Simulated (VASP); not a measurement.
Input of a VASP 6.6.1 run:

The input INCAR:

```
ALGO = Normal
DIPOL = 0.5 0.5 0.500
EDIFF = 1E-6
ENCUT = 520
GGA = PE
IDIPOL = 3
ISIF = 2
ISMEAR = 0
LASPH = True
LCHARG = False
LDIPOL = True
LREAL = False
LWAVE = False
NBANDS = 26
NELM = 100
PREC = Accurate
SIGMA = 0.1
```

KPOINTS

```
k-points
0
Gamma
  6 6 1
```

POSCAR

```
InAs
1.0
    3.9847318300      0.0000000000      0.0000000000
   -1.9923664100      3.4508792400      0.0000000000
    0.0000000000      0.0000000000     20.0000000000
In As
2 2
Direct
    0.0000000000      0.0000000000      0.5697176600
    0.0000000000      0.0000000000      0.4302823400
    0.3333333300      0.6666666700      0.6333045100
    0.3333333300      0.6666666700      0.3666954900
```

Potentials or basis: VASP PAW PBE potentials, release 64 (In_d, As).

Launch:

```console
$ cat potpaw_PBE.64/In_d/POTCAR potpaw_PBE.64/As/POTCAR > POTCAR
$ mpirun -np 1 vasp_std > vasp.out
```

Q: What does it give for the largest force?

A: 0.446 eV/Å.

Q: What does it give for the band gap on the k mesh?

A: Zero (bands 18 and 19 overlap by 1.29 eV).

Forces in eV/Å, atoms in the order of the input:
```
In   0.000  0.000  0.446
In   0.000  0.000 -0.446
As   0.000  0.000  0.075
As   0.000  0.000 -0.075
```

Caveat: spin-orbit coupling is left out, which moves the levels of the heavy elements.
